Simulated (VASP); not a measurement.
Input of a VASP 6.6.1 run:

INCAR

```
SYSTEM = ScIr3C
ALGO     = Normal         ! electronic algorithm
EDIFF    = 1E-6           ! SCF threshold, eV
ENCUT    = 520            ! plane-wave cutoff, eV
GGA      = PE             ! functional
ISIF     = 2              ! what is computed and relaxed
ISMEAR   = 1              ! smearing method
LASPH    = .True.         ! aspherical terms in the spheres
LCHARG   = .True.         ! write CHGCAR
LELF     = .True.         ! ELF
LREAL    = .False.        ! projectors in reciprocal space
LVHAR    = .True.       
LWAVE    = .False.        ! write WAVECAR
NBANDS   = 29             ! bands
NELM     = 80             ! most SCF steps
PREC     = Accurate       ! precision mode
SIGMA    = 0.05           ! smearing width, eV
```

KPOINTS

```
k-points
0
Gamma
  5 5 5
  0 0 0
```

File POSCAR:

```
ScIr3C
1.0
    4.6431145794      0.0000000000      0.0000000000
    0.0000000000      4.6431145794      0.0000000000
    0.0000000000      0.0000000000      4.6431145794
Sc Ir C
1 3 1
Direct
    0.0000000000      0.0000000000      0.0000000000
    0.5000000000      0.0000000000      0.0000000000
    0.0000000000      0.5000000000      0.0000000000
    0.0000000000      0.0000000000      0.5000000000
    0.5000000000      0.5000000000      0.5000000000
```

Potentials or basis: VASP PAW PBE potentials, release 64 (Sc_sv, Ir, C).

Launch:

```console
$ cat potpaw_PBE.64/Sc_sv/POTCAR potpaw_PBE.64/Ir/POTCAR potpaw_PBE.64/C/POTCAR > POTCAR
$ mpirun -np 1 vasp_std > vasp.out
```

Question: Estimate the band gap on the k mesh.

Answer: Zero (band 21 reaches 3.70 eV, above the bottom of band 22 at 3.27 eV).

Question: Predict the pressure.

Answer: 2.1 GPa.

Caveat: spin-orbit coupling is left out, which moves the levels of the heavy elements.
